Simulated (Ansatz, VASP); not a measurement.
**Two plane-wave programs on Se**

```
Se
1.0
     4.46834    0.00000    0.00000
    -2.23417    3.86970    0.00000
     0.00000    0.00000    5.07806
Se
3
Cartesian
  0.9696 0.0000 0.8463
  -0.4848 0.8397 4.2317
  1.7494 3.0300 2.5390
```

Alike in both runs: task single point; functional PBE; k mesh 5 × 5 × 4; no spin polarisation.

|  | VASP | Ansatz |
| --- | --- | --- |
| version | VASP 6.6.1 | Ansatz 0.2.0 |
| potentials or method | VASP PAW PBE potentials, release 64 (Se), cutoff 500 eV | plane waves, PAW |
| occupations | gaussian, width 0.01 eV | fixed |
| valence electrons in the cell | 18 | 48 |

|  | VASP | Ansatz | Ansatz less VASP |
| --- | --- | --- | --- |
| pressure (GPa) | 1.0 | 0.9 | -0.11 |
| traceless stress, the component that is largest in VASP (GPa) | -0.01 | -0.06 | -0.047 |

VASP's potentials hold 18 valence electrons a cell and Ansatz's 48, so a difference there can come from the potentials and not from the codes.
